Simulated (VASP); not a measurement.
**OsPd: single point with r2SCAN**

OsPd:

```xyz
4
Lattice="3.7898 0.0000 0.0000 0.0000 3.7898 0.0000 0.0000 0.0000 3.2653" Properties=species:S:1:pos:R:3 pbc="T T T"
Os    0.0000    0.0000    0.0000
Os    1.8949    1.8949    0.0000
Pd    0.0000    1.8949    1.6327
Pd    1.8949    0.0000    1.6327
```

```
Program                : VASP 6.6.1
Task                   : single point
Functional             : r2SCAN
Potentials or basis    : VASP PAW PBE potentials, release 64 (Os, Pd)
Cutoff                 : 520 eV
k mesh                 : 5 × 5 × 6
Occupations            : fermi-dirac, width 0.0184 eV
Spin                   : no spin polarisation
Dipole correction      : no
Further INCAR settings : ALGO = Normal; EDIFF = 1e-06; NBANDS = 26
```

The pressure is 105.5 GPa and the band gap on the k mesh is zero (band 18 reaches 15.36 eV, above the bottom of band 19 at 12.85 eV).

Stress tensor (GPa, compression positive):
```
 93.16   0.00   0.00
  0.00  93.16   0.00
  0.00   0.00 130.10
```

Levels at points of the mesh, in eV from the Fermi level:
```csv
k point,band 15,band 16,band 17,band 18,band 19,band 20,band 21,band 22
"(0.00, 0.00, 0.00)",1.62,1.97,1.97,2.14,2.40,2.40,2.62,2.62
"(0.00, 0.00, 0.50)",-2.31,-1.30,-1.23,-1.23,-0.34,0.59,1.07,3.54
```

It took 3 min on 1 thread of AMD EPYC 7571, on a shared host, peak memory 0.14 GiB.

Caveat: the PAW data sets were made with another functional, which shifts forces and pressure a little; spin-orbit coupling is left out, which moves the levels of the heavy elements.
